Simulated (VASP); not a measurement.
Cu: single point with PBEsol

Cu:

```
Cu
1.0
     0.00000    1.84365    1.80750
     1.84365    0.00000    1.80750
     1.84365    1.84365    0.00000
Cu
1
Direct
  0.00000 0.00000 0.00000
```

This cell differs from its parent crystal: equal xx and yy strain of +2 %.

```yaml
Program: VASP 6.6.1
Task: single point
Functional: PBEsol
Potentials_or_basis: VASP PAW PBE potentials, release 64 (Cu)
Cutoff: 520 eV
k_mesh: 17 × 17 × 17
Occupations: fermi-dirac, width 0.03 eV
Spin: no spin polarisation
Dipole_correction: no
Further_INCAR_settings: ALGO = Normal; EDIFF = 1e-06; NBANDS = 12
```

- Pressure: -10.8 GPa

Stress tensor (GPa, compression positive):
```
-11.10   0.00   0.00
  0.00 -11.10   0.00
  0.00   0.00 -10.19
```

Levels at points of the mesh, in eV from the Fermi level:
```tsv
k point	band 3	band 4	band 5	band 6	band 7	band 8	band 9	band 10
(0.00, 0.00, 0.00)	-3.00	-2.91	-2.23	-2.14	22.22	24.51	24.51	24.56
```

Wall time 86 s on 1 thread of AMD EPYC 7R13, on a shared host, peak memory 0.14 GiB.

Caveat: the cell differs from its parent crystal (equal xx and yy strain of +2 %); the PAW data sets were made with another functional, which shifts forces and pressure a little.
